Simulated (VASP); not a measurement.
# Te: single point with r2SCAN+D3(BJ)

Te:

```
Te
1.0
     4.47848    0.00000    0.00000
    -2.23924    3.87848    0.00000
     0.00000    0.00000    5.93039
Te
3
Cartesian
  1.1807 0.0000 1.9768
  -0.5904 1.0225 3.9536
  1.6489 2.8559 0.0000
```

```yaml
Program: VASP 6.6.1
Task: single point
Functional: r2SCAN
Dispersion: D3(BJ)
Potentials_or_basis: VASP PAW PBE potentials, release 64 (Te)
Cutoff: 520 eV
k_mesh: 9 × 9 × 6
Occupations: gaussian, width 0.02 eV
Spin: no spin polarisation
```

- Pressure: 0.0 GPa
- Largest force: 0.026 eV/Å
- Band gap on the k mesh: 0.36 eV
- Dispersion energy per atom: -0.200 eV

Forces on the atoms (eV/Å):
```
Te   0.026  0.000  0.000
Te  -0.013  0.023  0.000
Te  -0.013 -0.023  0.000
```

Levels at points of the mesh, in eV from the valence-band top:
| k point | band 7 | band 8 | band 9 | band 10 | band 11 | band 12 |
| --- | --- | --- | --- | --- | --- | --- |
| (0.00, 0.00, 0.00) | -1.71 | -1.71 | -0.81 | 1.16 | 1.16 | 1.80 |
| (0.00, 0.00, 0.50) | -1.44 | -1.11 | -1.11 | 0.63 | 0.79 | 0.79 |

Wall time 3 min on 1 thread of Intel(R) Xeon(R) 6975P-C (Granite Rapids), on a shared host, peak memory 0.29 GiB.

Caveat: the PAW data sets were made with another functional, which shifts forces and pressure a little; spin-orbit coupling is left out, which moves the levels of the heavy elements. A k mesh can miss the band edges.
